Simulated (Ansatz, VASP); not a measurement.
# F: VASP beside Ansatz

INCAR

```
PREC = Accurate
ENCUT = 520
EDIFF = 1E-6
ISMEAR = -1
SIGMA = 0.05
LREAL = F
LASPH = T
NELM = 80
ALGO = Normal
ISIF = 2
LWAVE = F
LCHARG = F
GGA = PE
NBANDS = 14
```

File KPOINTS:

```
regular mesh
0
Gamma
  17 17 17
```

Contents of POSCAR:

```
F
1.0
   -1.5628158226      1.5628158226      0.9243094685
    1.5628158226     -1.5628158226      0.9243094685
    1.5628158226      1.5628158226     -0.9243094685
F
2
Direct
   -0.3750000000     -0.1250000000     -0.2500000000
    0.3750000000      0.1250000000      0.2500000000
```

Input for Ansatz:

```yaml
crystal:
  lattice:
    - [-1.5628158226, 1.5628158226, 0.9243094685]
    - [1.5628158226, -1.5628158226, 0.9243094685]
    - [1.5628158226, 1.5628158226, -0.9243094685]
  atoms:
    - { symbol: F, position: [-0.375, -0.125, -0.25] }
    - { symbol: F, position: [0.375, 0.125, 0.25] }
kpoints:
  mp_grid: { grid: [17, 17, 17] }
  band_path:
    path:
      - [0.0, 0.0, 0.0]
      - [0.0, 0.0, 0.5]
      - [-0.5, 0.5, 0.5]
      - [0.0, 0.0, 0.0]
      - [0.3374498791, 0.3374498791, -0.3374498791]
      - [-0.3374498791, 0.6625501209, 0.3374498791]
      - [-0.5, 0.5, 0.5]
      - [0.0, 0.0, 0.5]
      - [0.25, 0.25, 0.25]
    npoints: 8
scf:
  occupations: { method: fermi_dirac, width: 0.05 }
hamiltonian:
  xc: pbe
  pseudopotentials: { kind: all_electron, lapw: { basis_error: 0.001 } }
output:
  forces: true
  stress: true
  eigenvalues: true
  populations: true
  dos: { projected: true, de: 0.2, e_range: [-14, 8] }
```

Change from the starting cell: volume scaled by 0.4, LAPW.

Alike in both runs: task single point; functional PBE; k mesh 17 × 17 × 17; occupations fermi-dirac, width 0.05 eV; no spin polarisation.

```csv
,VASP,Ansatz
version,VASP 6.6.1,Ansatz 0.2.0
potentials or method,"VASP PAW PBE potentials, release 64 (F), cutoff 520 eV","all-electron LAPW, scalar-relativistic"
```

|  | VASP | Ansatz | Ansatz less VASP |
| --- | --- | --- | --- |
| pressure (GPa) | 409.8 | 410.5 | +0.71 |
| traceless stress, the component that is largest in VASP (GPa) | -0.13 | -0.04 | +0.089 |

Both programs put the cell under a high pressure, so it lies far from rest at this level. Ansatz ran all-electron here, and VASP with PAW potentials.

Noted on VASP's run: the cell as given lies far from equilibrium.
